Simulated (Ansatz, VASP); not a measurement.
# Ga: VASP beside Ansatz

The input INCAR:

```
SYSTEM = Ga
ALGO = Normal
EDIFF = 1E-6
ENCUT = 520
GGA = PE
ISIF = 2
ISMEAR = -1
LASPH = .True.
LCHARG = .False.
LREAL = .False.
LWAVE = .False.
NBANDS = 26
NELM = 80
PREC = Accurate
SIGMA = 0.05
```

Contents of KPOINTS:

```
k-points
0
Gamma
  8 8 10
  0 0 0
```

The input POSCAR:

```
Ga
1.0
    4.6934052896      0.0000000000      0.0000000000
   -2.3467026448      4.0646082111      0.0000000000
    0.0000000000      0.0000000000      3.0343092464
Ga
3
Direct
    0.0000000000      0.0000000000      0.0000000000
    0.3333333333      0.6666666667      0.5000000000
    0.6666666667      0.3333333333      0.5000000000
```

Input for Ansatz:

```yaml
crystal:
  lattice:
    - [4.6934052896, 0.0, 0.0]
    - [-2.3467026448, 4.0646082111, 0.0]
    - [0.0, 0.0, 3.0343092464]
  atoms:
    - { symbol: Ga, position: [0.0, 0.0, 0.0] }
    - { symbol: Ga, position: [0.3333333333, 0.6666666667, 0.5] }
    - { symbol: Ga, position: [0.6666666667, 0.3333333333, 0.5] }
kpoints:
  mp_grid: { grid: [8, 8, 10] }
  band_path:
    path:
      - [0.0, 0.0, 0.0]
      - [0.5, 0.0, 0.0]
      - [0.3333333333, 0.3333333333, 0.0]
      - [0.0, 0.0, 0.0]
      - [0.0, 0.0, 0.5]
      - [0.5, 0.0, 0.5]
      - [0.3333333333, 0.3333333333, 0.5]
      - [0.0, 0.0, 0.5]
      - [0.5, 0.0, 0.5]
    npoints: 8
scf:
  occupations: { method: fermi_dirac, width: 0.05 }
hamiltonian:
  xc: pbe
  pseudopotentials: { kind: paw }
output:
  forces: true
  stress: true
  eigenvalues: true
  populations: true
  dos: { projected: true, de: 0.2, e_range: [-14, 8] }
  write_density: true
  write_potential: true
  elf: true
  volumetric_format: npy
```

Change from the starting cell: volume scaled by 1, PAW files.

Alike in both runs: task single point; functional PBE; k mesh 8 × 8 × 10; occupations fermi-dirac, width 0.05 eV; no spin polarisation.

```csv
,VASP,Ansatz
version,VASP 6.6.1,Ansatz 0.2.0
potentials or method,"VASP PAW PBE potentials, release 64 (Ga_d)","PAW with Ansatz's default frozen-core files, scalar-relativistic"
plane-wave cutoff (eV),520,420
valence electrons in the cell,39,39
```

|  | VASP | Ansatz | Ansatz less VASP |
| --- | --- | --- | --- |
| pressure (GPa) | 0.2 | 0.0 | -0.15 |

With one functional, cell and mesh, what is left measures potentials, basis and numerics.
